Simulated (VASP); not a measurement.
# SnO (P4/nmm) in VASP: further runs

Aim: see how the results for SnO move with the level of theory and the settings. Levels: PBE, PBEsol+D4, revPBE. Tasks: single point.

All numbers are computed with VASP 6.6.1; they aren't measurements. Logs are shortened: lines on timing, memory, paths and dates and some standing lists are left out, and cuts for length are marked.

### 1 The cell of the first run

It takes space group P4/nmm (No. 129, tetragonal). Conventional cell: a = 3.868 Å, b = 3.868 Å, c = 5.071 Å, α = 90.00°, β = 90.00°, γ = 90.00°. Within 3.0 Å of Sn (site symmetry 4mm) lie 4 O at 2.25 Å. Within 3.0 Å of O (site symmetry -4m2) lie 4 Sn at 2.25 Å and 4 O at 2.74 Å.

### 2 Single point, PBE

INCAR

```
SYSTEM = SnO
PREC = Accurate
ENCUT = 520
EDIFF = 1E-6
ISMEAR = -1
SIGMA = 0.05
LREAL = .False.
LASPH = .True.
NELM = 100
ALGO = Normal
ISIF = 2
LWAVE = .False.
LCHARG = .False.
GGA = PE
NBANDS = 28
```

KPOINTS

```
Automatic mesh
0
Gamma
  7 7 6
  0 0 0
```

POSCAR

```
SnO
1.0
    3.8684194973      0.0000000000      0.0000000000
    0.0000000000      3.8684194973      0.0000000000
    0.0000000000      0.0000000000      5.0707749988
Sn O
2 2
Direct
    0.5000000000      0.0000000000      0.7714490805
    0.0000000000      0.5000000000      0.2285509195
    0.0000000000      0.0000000000      0.0000000000
    0.5000000000      0.5000000000      0.0000000000
```

Potentials or basis: VASP PAW PBE potentials, release 64 (Sn_d, O).

Launch:

```console
cat potpaw_PBE.64/Sn_d/POTCAR potpaw_PBE.64/O/POTCAR > POTCAR
mpirun -np 1 vasp_std > vasp.out
```

OUTCAR:

```text
SYSTEM = SnO
   PREC = Accurate
   ENCUT = 520
   EDIFF = 1E-6
   ISMEAR = -1
   LREAL = .False.
   LASPH = .True.
   NELM = 100
   ISIF = 2
   GGA = PE

 ion  position               nearest neighbor table
   1  0.500  0.000  0.771-   3 2.25   4 2.25   4 2.25   3 2.25   2 3.59   2 3.59   2 3.59   2 3.59

   2  0.000  0.500  0.229-   3 2.25   4 2.25   3 2.25   4 2.25   1 3.59   1 3.59   1 3.59   1 3.59

   3  0.000  0.000  0.000-   1 2.25   2 2.25   2 2.25   1 2.25
   4  0.500  0.500  0.000-   1 2.25   2 2.25   1 2.25   2 2.25

  LATTYP: Found a simple tetragonal cell.
 ALAT       =     3.8684194973
 C/A-ratio  =     1.3108131117

  Lattice vectors:

 A1 = (   3.8684194973,   0.0000000000,   0.0000000000)
 A2 = (   0.0000000000,   3.8684194973,   0.0000000000)
 A3 = (   0.0000000000,   0.0000000000,   5.0707749988)

Analysis of symmetry for initial positions (statically):
=====================================================================
 Subroutine PRICEL returns:
 Original cell was already a primitive cell.

 Routine SETGRP: Setting up the symmetry group for a
 simple tetragonal supercell.

 Subroutine GETGRP returns: Found 16 space group operations
 (whereof  8 operations were pure point group operations)
 out of a pool of 16 trial point group operations.

The static configuration has the point symmetry D_2d.
 The point group associated with its full space group is D_4h.

Analysis of symmetry for dynamics (positions and initial velocities):
=====================================================================
 Subroutine PRICEL returns:
 Original cell was already a primitive cell.

 Routine SETGRP: Setting up the symmetry group for a
 simple tetragonal supercell.

 Subroutine GETGRP returns: Found 16 space group operations
 (whereof  8 operations were pure point group operations)
 out of a pool of 16 trial point group operations.

The dynamic configuration has the point symmetry D_2d.
 The point group associated with its full space group is D_4h.

 Subroutine INISYM returns: Found 16 space group operations
 (whereof  8 operations are pure point group operations),
 and found     1 'primitive' translations

----------------------------------------------------------------------------------------

                                     Primitive cell

  volume of cell :      75.8825

  direct lattice vectors                    reciprocal lattice vectors
     3.868419497  0.000000000  0.000000000     0.258503505  0.000000000  0.000000000
     0.000000000  3.868419497  0.000000000     0.000000000  0.258503505  0.000000000
     0.000000000  0.000000000  5.070774999     0.000000000  0.000000000  0.197208514

  length of vectors
     3.868419497  3.868419497  5.070774999     0.258503505  0.258503505  0.197208514

  position of ions in fractional coordinates (direct lattice)
     0.500000000  0.000000000  0.771449080
     0.000000000  0.500000000  0.228550920
     0.000000000  0.000000000  0.000000000
     0.500000000  0.500000000  0.000000000

  ion indices of the primitive-cell ions
   primitive index   ion index
                 1           1
                 2           2
                 3           3
                 4           4

----------------------------------------------------------------------------------------

 KPOINTS: Automatic mesh

Automatic generation of k-mesh.
 Grid dimensions read from file:
 generate k-points for:    7    7    6

 Generating k-lattice:

  Cartesian coordinates                     Fractional coordinates (reciprocal lattice)
     0.036929072  0.000000000  0.000000000     0.142857143  0.000000000  0.000000000
     0.000000000  0.036929072  0.000000000     0.000000000  0.142857143  0.000000000
     0.000000000  0.000000000  0.032868086     0.000000000  0.000000000  0.166666667

  Length of vectors
     0.036929072  0.036929072  0.032868086

  Shift w.r.t. Gamma in fractional coordinates (k-lattice)
     0.000000000  0.000000000  0.000000000

 Subroutine IBZKPT returns following result:
 ===========================================

 Found     40 irreducible k-points:

 Following reciprocal coordinates:
            Coordinates               Weight
  0.000000  0.000000  0.000000      1.000000
  0.142857  0.000000  0.000000      4.000000
  0.285714  0.000000  0.000000      4.000000
  0.428571  0.000000  0.000000      4.000000
  0.142857  0.142857  0.000000      4.000000
  0.285714  0.142857  0.000000      8.000000
[... 16 lines left out ...]
  0.285714  0.000000  0.333333      8.000000
  0.428571  0.000000  0.333333      8.000000
 [... further k-points ...]
   k-points           NKPTS =     40   k-points in BZ     NKDIM =     40   number of bands    NBANDS=     28
   number of dos      NEDOS =    301   number of ions     NIONS =      4
   total plane-waves  NPLWV =  36000
   dimension x,y,z NGX =    30 NGY =   30 NGZ =   40
   dimension x,y,z NGXF=    60 NGYF=   60 NGZF=   80
   ions per type =               2   2
   NGX,Y,Z   is equivalent  to a cutoff of  12.89, 12.89, 13.11 a.u.
   NGXF,Y,Z  is equivalent  to a cutoff of  25.79, 25.79, 26.23 a.u.
 SYSTEM =  SnO
   PREC   = accura    normal or accurate (medium, high low for compatibility)
   ISTART =      0    job   : 0-new  1-cont  2-samecut
   ICHARG =      2    charge: 1-file 2-atom 10-const
   ISPIN  =      1    spin polarized calculation?
   LNONCOLLINEAR =      F non collinear calculations
   LSORBIT =      F    spin-orbit coupling
   LASPH  =      T    aspherical Exc in radial PAW
   ENCUT  =  520.0 eV  38.22 Ry    6.18 a.u.   7.19  7.19  9.43*2*pi/ulx,y,z
   NELM   =    100;   NELMIN=  2; NELMDL= -5     # of ELM steps
   EDIFF  = 0.1E-05   stopping-criterion for ELM
   LREAL  =      F    real-space projection
   EDIFFG = 0.1E-04   stopping-criterion for IOM
   NSW    =      0    number of steps for IOM
   IBRION =     -1    ionic relax: 0-MD 1-quasi-New 2-CG
   NFREE  =      0    steps in history (QN), initial steepest desc. (CG)
   ISIF   =      2    stress and relaxation
   ISYM   =      2    0-nonsym 1-usesym 2-fastsym
   POTIM  = 0.5000    time-step for ionic-motion
   TEBEG  =    0.0;   TEEND  =   0.0 temperature during run
   PSTRESS=    0.0 pullay stress
   NELECT =      40.0000    total number of electrons
   NUPDOWN=      -1.0000    fix difference up-down
   EMIN   =  10.00;   EMAX   =-10.00  energy-range for DOS
   EFERMI =   0.00;   METHOD = LEGACY
   ISMEAR =    -1;   SIGMA  =   0.05  broadening in eV -4-tet -1-fermi 0-gaus
   EFERMI_NEDOS =   21; number of points for ismear=-14 and -15
   IALGO  =     38    algorithm
   IMIX   =      4    mixing-type and parameters
     AMIX     =   0.40;   BMIX     =  1.00
     AMIX_MAG =   1.60;   BMIX_MAG =  1.00
  volume/ion in A,a.u.               =      18.97       128.02
  Fermi-wavevector in a.u.,A,eV,Ry     =   1.322455  2.499078 23.795067  1.748888
  Thomas-Fermi vector in A             =   2.452135
   LORBIT       =      0    0 simple, 1 ext, 2 COOP (PROOUT), +10 PAW based schemes
   GGA     = PE    functional components
   LHFCALC =     F    Hartree Fock is set to
   AEXX    =    0.0000 exact exchange contribution
   IVDW    =     0    specifies the selected vdW correction
   LEPSILON=     F    determine dielectric tensor
   LRPA    =     F    only Hartree local field effects (RPA)
 non-spin polarized calculation
  energy-cutoff  :      520.00
  volume of cell :       75.88
 maximum number of plane-waves:      2060
 NGX is ok and might be reduce to    30
   NGX = 15   NGY = 15   NGZ = 19

 number of electron      39.9999996 magnetization

 Free energy of the ion-electron system (eV)
  ---------------------------------------------------
  ext. energy  EPLUGINS =         0.00000000
  ---------------------------------------------------
  free energy    TOTEN  =       -22.72597395 eV

  energy without entropy =      -22.72595766  energy(sigma->0) =      -22.72596581

 E-fermi :   6.4869     XC(G=0):  -9.8167

 val. band max:        6.1225370503   @ k =   0.0000   0.0000   0.0000
 cond. band min:       6.8514568045   @ k =   0.4286   0.4286   0.0000
 fundamental gap:      0.7289197542
 Fermi energy:         6.4868972000

 k-point     1 :       0.0000    0.0000    0.0000
  band No.  band energies     occupation
      1     -15.6167      2.00000
      2     -15.2527      2.00000
      3     -15.2477      2.00000
      4     -15.2477      2.00000
      5     -15.2184      2.00000
      6     -15.2038      2.00000
[... 20 lines left out ...]
     27      13.0831      0.00000
     28      13.5911      0.00000

 k-point     2 :       0.1429    0.0000    0.0000
  band No.  band energies     occupation
      1     -15.6063      2.00000
      2     -15.2548      2.00000
      3     -15.2450      2.00000
      4     -15.2443      2.00000
      5     -15.2207      2.00000
      6     -15.2107      2.00000
[... 20 lines left out ...]
     27      13.3428      0.00000
     28      14.9444      0.00000

 k-point     3 :       0.2857    0.0000    0.0000
  band No.  band energies     occupation
      1     -15.5773      2.00000
      2     -15.3453      2.00000
      3     -15.2390      2.00000
      4     -15.2345      2.00000
      5     -15.2256      2.00000
      6     -15.2186      2.00000
[... 20 lines left out ...]
     27      13.7084      0.00000
     28      16.9470      0.00000

 k-point     4 :       0.4286    0.0000    0.0000
  band No.  band energies     occupation
      1     -15.5287      2.00000
      2     -15.4518      2.00000
      3     -15.2338      2.00000
      4     -15.2302      2.00000
      5     -15.2223      2.00000
      6     -15.2148      2.00000
[... 20 lines left out ...]
     27      14.3453      0.00000
     28      15.5232      0.00000

 k-point     5 :       0.1429    0.1429    0.0000
  band No.  band energies     occupation
      1     -15.5977      2.00000
      2     -15.2713      2.00000
      3     -15.2497      2.00000
      4     -15.2430      2.00000
      5     -15.2337      2.00000
      6     -15.2162      2.00000
[... 20 lines left out ...]
     27      14.3066      0.00000
     28      15.4586      0.00000

 k-point     6 :       0.2857    0.1429    0.0000
  band No.  band energies     occupation
      1     -15.5740      2.00000
      2     -15.3711      2.00000
      3     -15.2448      2.00000
      4     -15.2309      2.00000
      5     -15.2247      2.00000
      6     -15.2185      2.00000
[... 463 lines left out ...]
      5     -15.2124      2.00000
      6     -15.1959      2.00000
[... 20 lines left out ...]
     27      13.4644      0.00000
     28      14.2228      0.00000

 k-point    22 :       0.1429    0.0000    0.3333
  band No.  band energies     occupation
      1     -15.6010      2.00000
      2     -15.2642      2.00000
      3     -15.2380      2.00000
      4     -15.2328      2.00000
      5     -15.2183      2.00000
      6     -15.2167      2.00000
[... 20 lines left out ...]
     27      13.8268      0.00000
     28      15.0945      0.00000

 k-point    23 :       0.2857    0.0000    0.3333
  band No.  band energies     occupation
      1     -15.5760      2.00000
      2     -15.3576      2.00000
      3     -15.2448      2.00000
      4     -15.2293      2.00000
      5     -15.2254      2.00000
      6     -15.2212      2.00000
[... 20 lines left out ...]
     27      14.3815      0.00000
     28      16.4023      0.00000

 k-point    24 :       0.4286    0.0000    0.3333
  band No.  band energies     occupation
      1     -15.5325      2.00000
      2     -15.4606      2.00000
      3     -15.2471      2.00000
      4     -15.2416      2.00000
      5     -15.2182      2.00000
      6     -15.2145      2.00000
[... 20 lines left out ...]
     27      15.0036      0.00000
     28      15.8650      0.00000

 [... further k-points ...]

------------------------ aborting loop because EDIFF is reached ----------------------------------------

  FORCE on cell =-STRESS in cart. coord.  units (eV):
  Direction    XX          YY          ZZ          XY          YZ          ZX
  --------------------------------------------------------------------------------------
  -------------------------------------------------------------------------------------
  Total        0.0799827      0.0799827      0.1046332      0.0000000      0.0000000      0.0000000
  in kB        1.6887502      1.6887502      2.2092175      0.0000000      0.0000000      0.0000000
  external PRESSURE =       1.8622393 kB  Pullay stress =       0.0000000 kB

 VOLUME and BASIS-vectors are now :
 -----------------------------------------------------------------------------
  energy-cutoff  :      520.00
  volume of cell :       75.88
      direct lattice vectors                 reciprocal lattice vectors
     3.868419497  0.000000000  0.000000000     0.258503505  0.000000000  0.000000000
     0.000000000  3.868419497  0.000000000     0.000000000  0.258503505  0.000000000
     0.000000000  0.000000000  5.070774999     0.000000000  0.000000000  0.197208514

 POSITION                                       TOTAL-FORCE (eV/Angst)
 -----------------------------------------------------------------------------------
      1.93421      0.00000      3.91184         0.000000      0.000000     -0.079893
      0.00000      1.93421      1.15893        -0.000000      0.000000      0.079893
      0.00000      0.00000      0.00000        -0.000000     -0.000000      0.000000
      1.93421      1.93421      0.00000        -0.000000      0.000000      0.000000
 -----------------------------------------------------------------------------------
    total drift:                                0.000000      0.000000     -0.000000

  FREE ENERGIE OF THE ION-ELECTRON SYSTEM (eV)
  ---------------------------------------------------
  free  energy   TOTEN  =       -22.7259739492 eV

  energy  without entropy=      -22.7259576647  energy(sigma->0) =      -22.72596581
```

It took 34 s on 1 thread of Intel Xeon 6975P-C (Granite Rapids), shared host; peak memory 0.22 GiB.

What came out:

* Free energy: -22.7260 eV
* Pressure: 0.2 GPa
* Largest force: 0.080 eV/Å
* Band gap on the k mesh: 0.73 eV (least direct gap 1.91 eV)

Forces on the atoms (eV/Å):
```
Sn   0.000  0.000 -0.080
Sn   0.000  0.000  0.080
O    0.000  0.000  0.000
O    0.000  0.000  0.000
```

Levels at points of the mesh, in eV from the valence-band top:
| k point | band 18 | band 19 | band 20 | band 21 | band 22 | band 23 |
| --- | --- | --- | --- | --- | --- | --- |
| (0.00, 0.00, 0.00) | -2.88 | -2.88 | 0.00 | 1.91 | 4.06 | 4.93 |
| (0.00, 0.00, 0.50) | -2.89 | -2.89 | -1.93 | 1.72 | 3.32 | 3.32 |

Caveat: spin-orbit coupling is left out, which moves the levels of the heavy elements; an odd mesh through Γ misses points on the zone boundary, where band edges can lie.

### 3 Single point, PBEsol+D4

This run uses another cell than the first one, of 16.49 Å³/atom.

INCAR

```
SYSTEM = SnO
PREC = Accurate
ENCUT = 520
EDIFF = 1E-7
ISMEAR = -1
SIGMA = 0.05
LREAL = .False.
LASPH = .True.
NELM = 60
ALGO = Normal
ISIF = 2
LWAVE = .False.
LCHARG = .False.
GGA = PS
IVDW = 13
NBANDS = 28
```

KPOINTS is that of step 2.

POSCAR

```
SnO
1.0
    3.7815737732      0.0000000000      0.0000000000
    0.0000000000      3.7815737732      0.0000000000
    0.0000000000      0.0000000000      4.6130159393
Sn O
2 2
Direct
    0.5000000000      0.0000000000      0.7496724122
    0.0000000000      0.5000000000      0.2503275878
    0.0000000000      0.0000000000      0.0000000000
    0.5000000000      0.5000000000      0.0000000000
```

Potentials or basis: VASP PAW PBE potentials, release 64 (Sn_d, O).

Launch:

```console
cat potpaw_PBE.64/Sn_d/POTCAR potpaw_PBE.64/O/POTCAR > POTCAR
mpirun -np 1 vasp_std > vasp.out
```

It took 39 s on 1 thread of AMD EPYC 9R45 (Zen 5), shared host; peak memory 0.17 GiB.

It converged, with:

```yaml
Free_energy: -24.8645 eV
Pressure: 0.2 GPa
Largest_force: 0.088 eV/Å
Band_gap_on_the_k_mesh: zero (bands 20 and 21 overlap by 0.10 eV)
Dispersion_energy_per_atom: -0.166 eV
```

Forces in eV/Å, atoms in the order of the input:
```
Sn   0.000  0.000 -0.088
Sn   0.000  0.000  0.088
O    0.000  0.000  0.000
O    0.000  0.000  0.000
```

Levels at points of the mesh, in eV from the Fermi level:
| k point | band 18 | band 19 | band 20 | band 21 | band 22 | band 23 |
| --- | --- | --- | --- | --- | --- | --- |
| (0.00, 0.00, 0.00) | -3.26 | -3.26 | 0.01 | 2.31 | 4.39 | 4.39 |
| (0.00, 0.00, 0.50) | -3.28 | -2.73 | -2.26 | 1.63 | 2.54 | 2.54 |

Caveat: semilocal functionals underestimate gaps, so a narrow gap can read as zero; the PAW data sets were made with another functional, which shifts forces and pressure a little; spin-orbit coupling is left out, which moves the levels of the heavy elements.

### 4 Single point, revPBE

This run uses another cell than the first one, of 16.70 Å³/atom.

INCAR

```
SYSTEM = SnO
PREC     = Accurate       ! precision mode
ENCUT    = 520            ! plane-wave cutoff, eV
EDIFF    = 1E-6           ! SCF threshold, eV
ISMEAR   = -1             ! smearing method
SIGMA    = 0.05           ! smearing width, eV
LREAL    = .False.        ! projectors in reciprocal space
LASPH    = .True.         ! aspherical terms in the spheres
NELM     = 80             ! most SCF steps
ALGO     = Normal         ! electronic algorithm
ISIF     = 2              ! what is computed and relaxed
LWAVE    = .False.        ! write WAVECAR
LCHARG   = .False.        ! write CHGCAR
GGA      = RE             ! functional
NBANDS   = 28             ! bands
```

KPOINTS

```
regular mesh
0
Gamma
  7 7 6
  0 0 0
```

POSCAR

```
SnO
1.0
    3.7358428604      0.0000000000      0.0000000000
    0.0000000000      3.7358428604      0.0000000000
    0.0000000000      0.0000000000      4.7871523832
Sn O
2 2
Direct
    0.5000000000      0.0000000000      0.7646261400
    0.0000000000      0.5000000000      0.2353738600
    0.0000000000      0.0000000000      0.0000000000
    0.5000000000      0.5000000000      0.0000000000
```

Launch:

```console
cat potpaw_PBE.64/Sn_d/POTCAR potpaw_PBE.64/O/POTCAR > POTCAR
mpirun -np 1 vasp_std > vasp.out
```

It took 38 s on 1 thread of AMD EPYC 9R45 (Zen 5), shared host; peak memory 0.17 GiB.

The run converged. Its results:

| Property | Result |
| --- | --- |
| Free energy | -21.0887 eV |
| Pressure | 13.0 GPa |
| Largest force | 1.571 eV/Å |
| Band gap on the k mesh | 0.14 eV (least direct gap 2.04 eV) |

Forces on the atoms (eV/Å):
```
Sn   0.000  0.000 -1.571
Sn   0.000  0.000  1.571
O    0.000  0.000  0.000
O    0.000  0.000  0.000
```

Stress tensor (GPa, compression positive):
```
14.01  0.00  0.00
 0.00 14.01  0.00
 0.00  0.00 10.95
```

Levels at points of the mesh, in eV from the valence-band top:
```
           k point  band 18  band 19  band 20  band 21  band 22  band 23
(0.00, 0.00, 0.00)    -3.69    -3.69     0.00     2.15     4.22     4.72
(0.00, 0.00, 0.50)    -3.71    -3.06    -2.62     1.62     2.90     2.90
```

Caveat: the cell stands under pressure; the PAW data sets were made with another functional, which shifts forces and pressure a little; spin-orbit coupling is left out, which moves the levels of the heavy elements; an odd mesh through Γ misses points on the zone boundary, where band edges can lie.

[end of part 1 of 2]
